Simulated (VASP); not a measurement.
# SiO2 (P4_2/mnm) in VASP: notebook

SiO2 is run at these levels: r2SCAN; tasks: relaxation of shape and atoms at fixed volume.

Program: VASP 6.6.1. These are calculated values, not measurements. Logs are shortened: lines on timing, memory, paths and dates and some standing lists are left out, and cuts for length are marked.

### 1 The cell of the first run

Symmetry: P4_2/mnm, No. 136, tetragonal system. Conventional cell: a = 4.227 Å, b = 4.227 Å, c = 2.695 Å, α = 90.00°, β = 90.00°, γ = 90.00°. Within 2.4 Å of Si (site symmetry mmm) lie 6 O at 1.78 to 1.83 Å. O (site symmetry m2m) has 3 Si at 1.78 to 1.83 Å and 1 O at 2.32 Å within 2.4 Å.

### 2 Relaxation of shape and atoms at fixed volume, r2SCAN (8.03 Å³/atom)

Input file POSCAR:

```
SiO2
1.0
    4.2265777438      0.0000000000      0.0000000000
    0.0000000000      4.2265777438      0.0000000000
    0.0000000000      0.0000000000      2.6953757025
Si O
2 4
Direct
    0.0000000000      0.0000000000      0.0000000000
    0.5000000000      0.5000000000      0.5000000000
    0.3060983512      0.3060983512      0.0000000000
    0.1939016488      0.8060983512      0.5000000000
    0.6939016488      0.6939016488      0.0000000000
    0.8060983512      0.1939016488      0.5000000000
```

Input file INCAR.step1:

```
  PREC = Accurate
  ENCUT = 600
  ISMEAR = 0
  SIGMA = 0.02
  LREAL = F
  LASPH = T
  NELM = 80
  GGA = PE
  ALGO = Normal
  EDIFF = 1E-4
  LWAVE = T
  LCHARG = F
```

Input file INCAR.step2:

```
  PREC = Accurate
  ENCUT = 600
  EDIFF = 1E-6
  ISMEAR = 0
  SIGMA = 0.02
  LREAL = F
  LASPH = T
  NELM = 80
  ALGO = Normal
  ISIF = 4
  LWAVE = F
  LCHARG = F
  METAGGA = R2SCAN
  LMIXTAU = T
  IBRION = 2
  NSW = 50
  EDIFFG = -0.01
  ISTART = 1
```

Input file KPOINTS:

```
regular mesh
0
Gamma
  6 6 8
```

Potentials or basis: VASP PAW PBE potentials, release 64 (Si, O).

Run with:

```console
$ cat potpaw_PBE.64/Si/POTCAR potpaw_PBE.64/O/POTCAR > POTCAR
$ cp INCAR.step1 INCAR
$ mpirun -np 1 vasp_std > vasp.out
$ cp INCAR.step2 INCAR
$ mpirun -np 1 vasp_std > vasp.out
```

OUTCAR:

```text
PREC = Accurate
   ENCUT = 600
   EDIFF = 1E-6
   ISMEAR = 0
   LREAL = F
   LASPH = T
   NELM = 80
   ISIF = 4
   METAGGA = R2SCAN
   IBRION = 2
   NSW = 50
   EDIFFG = -0.01
   ISTART = 1

 ion  position               nearest neighbor table
   1  0.000  0.000  0.000-   4 1.78   6 1.78   4 1.78   6 1.78   5 1.83   3 1.83
   2  0.500  0.500  0.500-   3 1.78   5 1.78   3 1.78   5 1.78   4 1.83   6 1.83
   3  0.306  0.306  0.000-   2 1.78   2 1.78   1 1.83
   4  0.194  0.806  0.500-   1 1.78   1 1.78   2 1.83
   5  0.694  0.694  0.000-   2 1.78   2 1.78   1 1.83
   6  0.806  0.194  0.500-   1 1.78   1 1.78   2 1.83

  LATTYP: Found a simple tetragonal cell.
 ALAT       =     4.2265777438
 C/A-ratio  =     0.6377206018

  Lattice vectors:

 A1 = (   4.2265777438,   0.0000000000,   0.0000000000)
 A2 = (   0.0000000000,   4.2265777438,   0.0000000000)
 A3 = (   0.0000000000,   0.0000000000,   2.6953757025)

Analysis of symmetry for initial positions (statically):
=====================================================================
 Subroutine PRICEL returns:
 Original cell was already a primitive cell.

 Routine SETGRP: Setting up the symmetry group for a
 simple tetragonal supercell.

 Subroutine GETGRP returns: Found 16 space group operations
 (whereof  8 operations were pure point group operations)
 out of a pool of 16 trial point group operations.

The static configuration has the point symmetry D_2h.
 The point group associated with its full space group is D_4h.

Analysis of symmetry for dynamics (positions and initial velocities):
=====================================================================
 Subroutine PRICEL returns:
 Original cell was already a primitive cell.

 Routine SETGRP: Setting up the symmetry group for a
 simple tetragonal supercell.

 Subroutine GETGRP returns: Found 16 space group operations
 (whereof  8 operations were pure point group operations)
 out of a pool of 16 trial point group operations.

The dynamic configuration has the point symmetry D_2h.
 The point group associated with its full space group is D_4h.

 Subroutine INISYM returns: Found 16 space group operations
 (whereof  8 operations are pure point group operations),
 and found     1 'primitive' translations

----------------------------------------------------------------------------------------

                                     Primitive cell

  volume of cell :      48.1501

  direct lattice vectors                    reciprocal lattice vectors
     4.226577744  0.000000000  0.000000000     0.236598038  0.000000000  0.000000000
     0.000000000  4.226577744  0.000000000     0.000000000  0.236598038  0.000000000
     0.000000000  0.000000000  2.695375702     0.000000000  0.000000000  0.371005793

  length of vectors
     4.226577744  4.226577744  2.695375702     0.236598038  0.236598038  0.371005793

  position of ions in fractional coordinates (direct lattice)
     0.000000000  0.000000000  0.000000000
     0.500000000  0.500000000  0.500000000
     0.306098351  0.306098351  0.000000000
     0.193901649  0.806098351  0.500000000
     0.693901649  0.693901649  0.000000000
     0.806098351  0.193901649  0.500000000

  ion indices of the primitive-cell ions
   primitive index   ion index
                 1           1
                 2           2
                 3           3
                 4           4
                 5           5
                 6           6

----------------------------------------------------------------------------------------

 KPOINTS: regular mesh

Automatic generation of k-mesh.
 Grid dimensions read from file:
 generate k-points for:    6    6    8

 Generating k-lattice:

  Cartesian coordinates                     Fractional coordinates (reciprocal lattice)
     0.039433006  0.000000000  0.000000000     0.166666667  0.000000000  0.000000000
     0.000000000  0.039433006  0.000000000     0.000000000  0.166666667  0.000000000
     0.000000000  0.000000000  0.046375724     0.000000000  0.000000000  0.125000000

  Length of vectors
     0.039433006  0.039433006  0.046375724

  Shift w.r.t. Gamma in fractional coordinates (k-lattice)
     0.000000000  0.000000000  0.000000000

 Subroutine IBZKPT returns following result:
 ===========================================

 Found     50 irreducible k-points:

 Following reciprocal coordinates:
            Coordinates               Weight
  0.000000  0.000000  0.000000      1.000000
  0.166667  0.000000  0.000000      4.000000
  0.333333  0.000000  0.000000      4.000000
  0.500000  0.000000  0.000000      2.000000
  0.166667  0.166667  0.000000      4.000000
  0.333333  0.166667  0.000000      8.000000
[... 16 lines left out ...]
  0.333333  0.000000  0.250000      8.000000
  0.500000  0.000000  0.250000      4.000000
 [... further k-points ...]
   k-points           NKPTS =     50   k-points in BZ     NKDIM =     50   number of bands    NBANDS=     20
   number of dos      NEDOS =    301   number of ions     NIONS =      6
   total plane-waves  NPLWV =  31104
   dimension x,y,z NGX =    36 NGY =   36 NGZ =   24
   dimension x,y,z NGXF=    72 NGYF=   72 NGZF=   48
   ions per type =               2   4
   NGX,Y,Z   is equivalent  to a cutoff of  14.16, 14.16, 14.80 a.u.
   NGXF,Y,Z  is equivalent  to a cutoff of  28.32, 28.32, 29.61 a.u.
 SYSTEM =  unknown system
   PREC   = accura    normal or accurate (medium, high low for compatibility)
   ISTART =      1    job   : 0-new  1-cont  2-samecut
   ICHARG =      0    charge: 1-file 2-atom 10-const
   ISPIN  =      1    spin polarized calculation?
   LNONCOLLINEAR =      F non collinear calculations
   LSORBIT =      F    spin-orbit coupling
   LASPH  =      T    aspherical Exc in radial PAW
   ENCUT  =  600.0 eV  44.10 Ry    6.64 a.u.   8.44  8.44  5.38*2*pi/ulx,y,z
   NELM   =     80;   NELMIN=  2; NELMDL=  0     # of ELM steps
   EDIFF  = 0.1E-05   stopping-criterion for ELM
   LREAL  =      F    real-space projection
   EDIFFG = -.1E-01   stopping-criterion for IOM
   NSW    =     50    number of steps for IOM
   IBRION =      2    ionic relax: 0-MD 1-quasi-New 2-CG
   NFREE  =      1    steps in history (QN), initial steepest desc. (CG)
   ISIF   =      4    stress and relaxation
   ISYM   =      2    0-nonsym 1-usesym 2-fastsym
   POTIM  = 0.5000    time-step for ionic-motion
   TEBEG  =    0.0;   TEEND  =   0.0 temperature during run
   PSTRESS=    0.0 pullay stress
   NELECT =      32.0000    total number of electrons
   NUPDOWN=      -1.0000    fix difference up-down
   EMIN   =  10.00;   EMAX   =-10.00  energy-range for DOS
   EFERMI =   0.00;   METHOD = LEGACY
   ISMEAR =     0;   SIGMA  =   0.02  broadening in eV -4-tet -1-fermi 0-gaus
   EFERMI_NEDOS =   21; number of points for ismear=-14 and -15
   IALGO  =     38    algorithm
   IMIX   =      4    mixing-type and parameters
     AMIX     =   0.40;   BMIX     =  1.00
     AMIX_MAG =   1.60;   BMIX_MAG =  1.00
  volume/ion in A,a.u.               =       8.03        54.16
  Fermi-wavevector in a.u.,A,eV,Ry     =   1.428650  2.699757 27.770042  2.041041
  Thomas-Fermi vector in A             =   2.548689
   LORBIT       =      0    0 simple, 1 ext, 2 COOP (PROOUT), +10 PAW based schemes
   METAGGA = R2SCAN    functional components
   LHFCALC =     F    Hartree Fock is set to
   AEXX    =    0.0000 exact exchange contribution
   IVDW    =     0    specifies the selected vdW correction
   LEPSILON=     F    determine dielectric tensor
   LRPA    =     F    only Hartree local field effects (RPA)
 conjugate gradient relaxation of ions
 non-spin polarized calculation
 Gauss-broadening in eV      SIGMA  =   0.02
  energy-cutoff  :      600.00
  volume of cell :       48.15
 maximum number of plane-waves:      1634
 NGX is ok and might be reduce to    36
   NGX = 17   NGY = 17   NGZ = 11

--------------------------------------- Ionic step        1  -------------------------------------------

 number of electron      32.0000007 magnetization

 Free energy of the ion-electron system (eV)
  ---------------------------------------------------
  ext. energy  EPLUGINS =         0.00000000
  ---------------------------------------------------
  free energy    TOTEN  =       -58.76691001 eV

  energy without entropy =      -58.76691001  energy(sigma->0) =      -58.76691001

------------------------ aborting loop because EDIFF is reached ----------------------------------------

  FORCE on cell =-STRESS in cart. coord.  units (eV):
  Direction    XX          YY          ZZ          XY          YZ          ZX
  --------------------------------------------------------------------------------------
  -------------------------------------------------------------------------------------
  Total       -2.7140579     -2.7140579     -3.0847991      0.0000000      0.0000000      0.0000000
  in kB      -90.3093393    -90.3093393   -102.6456219      0.0000000      0.0000000      0.0000000
  external PRESSURE =     -94.4214335 kB  Pullay stress =       0.0000000 kB
[... 105 lines left out ...]
  energy  without entropy=      -58.7698035061  energy(sigma->0) =      -58.76980351

--------------------------------------- Ionic step        4  -------------------------------------------

 number of electron      32.0000006 magnetization

 Free energy of the ion-electron system (eV)
  ---------------------------------------------------
  ext. energy  EPLUGINS =         0.00000000
  ---------------------------------------------------
  free energy    TOTEN  =       -58.77011033 eV

  energy without entropy =      -58.77011033  energy(sigma->0) =      -58.77011033

 E-fermi :   7.4363     XC(G=0): -12.7027

 val. band max:        7.3565623649   @ k =   0.0000   0.0000   0.0000
 cond. band min:      13.3939094086   @ k =   0.0000   0.0000   0.0000
 fundamental gap:      6.0373470437
 Fermi energy:         7.4362890665

 k-point     1 :       0.0000    0.0000    0.0000
  band No.  band energies     occupation
      1     -15.8656      2.00000
      2     -12.4209      2.00000
      3     -12.4209      2.00000
      4     -12.2516      2.00000
      5      -3.4056      2.00000
      6       1.0352      2.00000
[... 12 lines left out ...]
     19      16.6780      0.00000
[... 513 lines left out ...]
      4     -11.8080      2.00000
      5      -1.2589      2.00000
      6      -1.2589      2.00000
[... 12 lines left out ...]
     19      18.6863      0.00000
     20      18.6863      0.00000

 [... further k-points ...]
[... 5 lines left out ...]
  --------------------------------------------------------------------------------------
  -------------------------------------------------------------------------------------
  Total       -2.5829897     -2.5829897     -2.5007935     -0.0000000      0.0000000      0.0000000
  in kB      -85.9480888    -85.9480888    -83.2130381     -0.0000000      0.0000000      0.0000000
  external PRESSURE =     -85.0364052 kB  Pullay stress =       0.0000000 kB
[... 21 lines left out ...]
  FREE ENERGIE OF THE ION-ELECTRON SYSTEM (eV)
  ---------------------------------------------------
  free  energy   TOTEN  =       -58.7701103291 eV

  energy  without entropy=      -58.7701103291  energy(sigma->0) =      -58.77011033

 reached required accuracy - stopping structural energy minimisation
```

It took 9 min on 1 thread of Intel Xeon 8259CL, shared host; peak memory 0.21 GiB.

What came out:

* Free energy: -58.7701 eV
* Energy gained by relaxing: 0.5 meV/atom
* Ionic steps: 4
* Pressure after relaxing: -8.5 GPa
* Largest force after relaxing: 0.005 eV/Å
* Band gap on the k mesh: 6.04 eV

Forces on the atoms (eV/Å):
```
Si   0.000  0.000  0.000
Si   0.000  0.000  0.000
O    0.004  0.004  0.000
O   -0.004  0.004  0.000
O   -0.004 -0.004  0.000
O    0.004 -0.004  0.000
```

Step by step:
```tsv
step	energy change (eV)	largest force (eV/Å)	pressure (GPa)	volume (Å³)
1	0.0000	0.1807	-9.44	48.15
2	-0.0028	0.0655	-8.49	48.15
3	-0.0029	0.0209	-8.67	48.15
4	-0.0032	0.0050	-8.50	48.15
```

Final structure:
```
Si O
1.0
     4.23454    0.00000    0.00000
     0.00000    4.23454    0.00000
     0.00000    0.00000    2.68524
Si O
2 4
Direct
  0.00000 0.00000 0.00000
  0.50000 0.50000 0.50000
  0.30729 0.30729 0.00000
  0.19271 0.80729 0.50000
  0.69271 0.69271 0.00000
  0.80729 0.19271 0.50000
```

Caveat: the PAW data sets were made with another functional, which shifts forces and pressure a little. A k mesh can miss the band edges.

### 3 Relaxation of shape and atoms at fixed volume, r2SCAN (8.26 Å³/atom)

This run uses another cell than the first one, of 8.26 Å³/atom.

Input file POSCAR:

```
SiO2
1.0
    4.2777417068      0.0000000000      0.0000000000
    0.0000000000      4.2777417068      0.0000000000
    0.0000000000      0.0000000000      2.7079245356
Si O
2 4
Direct
    0.0000000000      0.0000000000      0.0000000000
    0.5000000000      0.5000000000      0.5000000000
    0.3075205364      0.3075205364      0.0000000000
    0.1924794636      0.8075205364      0.5000000000
    0.6924794636      0.6924794636      0.0000000000
    0.8075205364      0.1924794636      0.5000000000
```

Input file INCAR.step1:

```
PREC = Accurate ; ENCUT = 600
ISMEAR = 0 ; SIGMA = 0.02
LREAL = False ; LASPH = True
NELM = 60 ; GGA = PE
ALGO = Normal ; EDIFF = 1E-4
LWAVE = True ; LCHARG = False
```

Input file INCAR.step2:

```
PREC = Accurate ; ENCUT = 600
EDIFF = 1E-7 ; ISMEAR = 0
SIGMA = 0.02 ; LREAL = False
LASPH = True ; NELM = 60
ALGO = Normal ; ISIF = 4
LWAVE = False ; LCHARG = False
METAGGA = R2SCAN ; LMIXTAU = True
IBRION = 2 ; NSW = 50
EDIFFG = -0.01 ; ISTART = 1
```

Input file KPOINTS:

```
Automatic mesh
0
Gamma
  6 6 8
```

Potentials or basis: VASP PAW PBE potentials, release 64 (Si, O).

Run with:

```console
$ cat potpaw_PBE.64/Si/POTCAR potpaw_PBE.64/O/POTCAR > POTCAR
$ cp INCAR.step1 INCAR
$ mpirun -np 1 vasp_std > vasp.out
$ cp INCAR.step2 INCAR
$ mpirun -np 1 vasp_std > vasp.out
```

Run time: 13 min. Hardware: 1 thread of Intel Xeon 8259CL, shared host; peak memory 0.21 GiB.

Results (log left out):

* Free energy: -58.6706 eV
* Energy gained by relaxing: 0.7 meV/atom
* Ionic steps: 5
* Pressure after relaxing: -15.2 GPa
* Band gap on the k mesh: 5.63 eV

Step by step:
| step | energy change (eV) | largest force (eV/Å) | pressure (GPa) | volume (Å³) |
| --- | --- | --- | --- | --- |
| 1 | 0.0000 | 0.1879 | -16.41 | 49.55 |
| 2 | -0.0036 | 0.0445 | -15.36 | 49.55 |
| 3 | -0.0036 | 0.0284 | -15.43 | 49.55 |
| 4 | -0.0041 | 0.0070 | -15.18 | 49.55 |
| 5 | -0.0042 | 0.0000 | -15.23 | 49.55 |

Final structure:
```yaml
crystal:
  lattice:
    - [4.28704, 0.00000, 0.00000]
    - [0.00000, 4.28704, 0.00000]
    - [0.00000, 0.00000, 2.69619]
  atoms:
    - { symbol: Si, position: [0.00000, 0.00000, 0.00000] }
    - { symbol: Si, position: [0.50000, 0.50000, 0.50000] }
    - { symbol: O, position: [0.30894, 0.30894, 0.00000] }
    - { symbol: O, position: [0.19106, 0.80894, 0.50000] }
    - { symbol: O, position: [0.69106, 0.69106, 0.00000] }
    - { symbol: O, position: [0.80894, 0.19106, 0.50000] }
```

Levels at points of the mesh, in eV from the valence-band top:
```csv
k point,band 12,band 13,band 14,band 15,band 16,band 17,band 18,band 19,band 20
"(0.00, 0.00, 0.00)",-2.96,-2.51,-0.81,-0.81,0.00,5.63,7.52,9.23,9.23
"(0.50, 0.00, 0.00)",-3.59,-2.58,-2.58,-1.05,-1.05,8.01,8.01,9.80,9.80
"(0.50, 0.50, 0.00)",-3.06,-2.38,-2.38,-2.14,-2.14,7.73,7.73,10.62,10.62
"(0.00, 0.00, 0.50)",-4.31,-2.73,-2.73,-2.53,-2.53,9.40,9.40,12.80,12.80
"(0.50, 0.00, 0.50)",-3.65,-2.18,-2.18,-1.63,-1.63,9.26,9.26,10.13,10.13
"(0.50, 0.50, 0.50)",-4.21,-1.76,-1.76,-1.44,-1.44,7.63,7.63,11.35,11.35
```

Caveat: the PAW data sets were made with another functional, which shifts forces and pressure a little. A k mesh can miss the band edges.

(Part 1 of 2 ends here.)
